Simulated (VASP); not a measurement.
A run of VASP 6.6.1:

INCAR

```
PREC     = Accurate       # precision mode
ENCUT    = 600            # plane-wave cutoff, eV
EDIFF    = 1E-6           # SCF threshold, eV
ISMEAR   = -1             # smearing method
SIGMA    = 0.05           # smearing width, eV
LREAL    = False          # projectors in reciprocal space
LASPH    = True           # aspherical terms in the spheres
NELM     = 80             # most SCF steps
ALGO     = Normal         # electronic algorithm
ISIF     = 3              # what is computed and relaxed
LWAVE    = False          # write WAVECAR
LCHARG   = False          # write CHGCAR
GGA      = PE             # functional
IBRION   = 2              # ionic algorithm
NSW      = 80             # ionic steps
EDIFFG   = -0.01          # ionic threshold
```

Contents of KPOINTS:

```
regular mesh
0
Gamma
  8 8 5
```

File POSCAR:

```
CuO
1.0
    0.0000000000     -2.1165600000     -2.1165600000
   -2.1165600000      0.0000000000     -2.1165600000
    2.1165600000      2.1165600000     -4.2331200000
Cu O
2 2
Direct
    0.5038875400      0.4769880100      0.4880064000
    0.0038875400      0.9769880100      0.9880064000
    0.7461124600      0.7730119900      0.7619936000
    0.2461124600      0.2730119900      0.2619936000
```

Potentials or basis: VASP PAW PBE potentials, release 64 (Cu, O).

Run with:

```sh
$ cat potpaw_PBE.64/Cu/POTCAR potpaw_PBE.64/O/POTCAR > POTCAR
$ mpirun -np 1 vasp_std > vasp.out
```

Hardware: 1 thread of Intel(R) Xeon(R) 6975P-C (Granite Rapids) (shared host).

Task: How long does it take, and how much memory?

Result: Wall time 12 min on 1 thread of Intel(R) Xeon(R) 6975P-C (Granite Rapids) (shared host), peak memory 0.28 GiB. Counts: scf iterations 141, k points 162, ion steps 20.
